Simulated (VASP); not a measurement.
# Al3GaN4: single point with r2SCAN

Crystal: Al3GaN4.

```
Al Ga N
1.0
     4.98412   -0.02931    0.00145
    -0.01818    3.13241    0.00739
    -0.00176    0.01281    5.48166
Al Ga N
3 1 4
Direct
  0.50617 0.52351 0.16138
  0.96568 0.45968 0.82203
  0.05588 0.99401 0.33670
  0.51706 0.04328 0.66412
  0.10697 0.00186 0.67672
  0.10720 0.50823 0.18246
  0.59881 0.45759 0.85365
  0.62582 0.01184 0.30295
```

This cell differs from its parent crystal: atoms moved at random and the cell strained at random.

```json
{
  "Program": "VASP 6.6.1",
  "Task": "single point",
  "Functional": "r2SCAN",
  "Potentials or basis": "VASP PAW PBE potentials, release 64 (Al, Ga_d, N)",
  "Cutoff": "520 eV",
  "k mesh": "6 × 8 × 4",
  "Occupations": "gaussian, width 0.05 eV",
  "Spin": "no spin polarisation",
  "Dipole correction": "no",
  "Further INCAR settings": "ALGO = Normal; EDIFF = 1e-06; NBANDS = 31"
}
```

- Pressure: 5.7 GPa
- Largest force: 5.731 eV/Å
- Band gap on the k mesh: 3.00 eV

Forces in eV/Å, atoms in the order of the input:
```
Al  -1.080 -0.898  1.513
Al   2.364  2.210  2.091
Al  -2.726  1.055  0.343
Ga  -2.214 -4.360 -2.989
N   -0.090 -1.667 -0.629
N    1.719 -1.045 -2.140
N    2.021  4.148 -0.708
N    0.006  0.556  2.519
```

Stress tensor (GPa, compression positive):
```
-0.27  2.40  0.48
 2.40 14.01 10.71
 0.48 10.71  3.22
```

Levels at points of the mesh, in eV from the valence-band top:
```
           k point  band 19  band 20  band 21  band 22  band 23  band 24
(0.00, 0.00, 0.00)    -1.04    -0.59     0.00     3.00     5.27     5.74
(0.50, 0.00, 0.00)    -1.48    -1.04    -0.76     4.69     4.97     5.49
(0.00, 0.50, 0.00)    -2.26    -2.02    -1.80     5.86     6.01     6.83
(0.50, 0.50, 0.00)    -1.27    -1.19    -1.01     5.81     5.98     6.50
(0.00, 0.00, 0.50)    -1.25    -1.04    -0.11     4.90     5.67     6.89
(0.50, 0.00, 0.50)    -1.77    -1.75    -1.44     5.54     5.84     6.19
(0.00, 0.50, 0.50)    -2.03    -1.49    -1.18     4.49     5.31     5.94
(0.50, 0.50, 0.50)    -1.65    -1.35    -1.15     4.55     4.69     4.97
```

Wall time 8.5 min on 1 thread of Intel(R) Xeon(R) Platinum 8488C (Sapphire Rapids) (shared host), peak memory 0.36 GiB.

Caveat: the cell differs from its parent crystal (atoms moved at random and the cell strained at random); the cell stands under pressure; the PAW data sets were made with another functional, which shifts forces and pressure a little. A k mesh can miss the band edges.
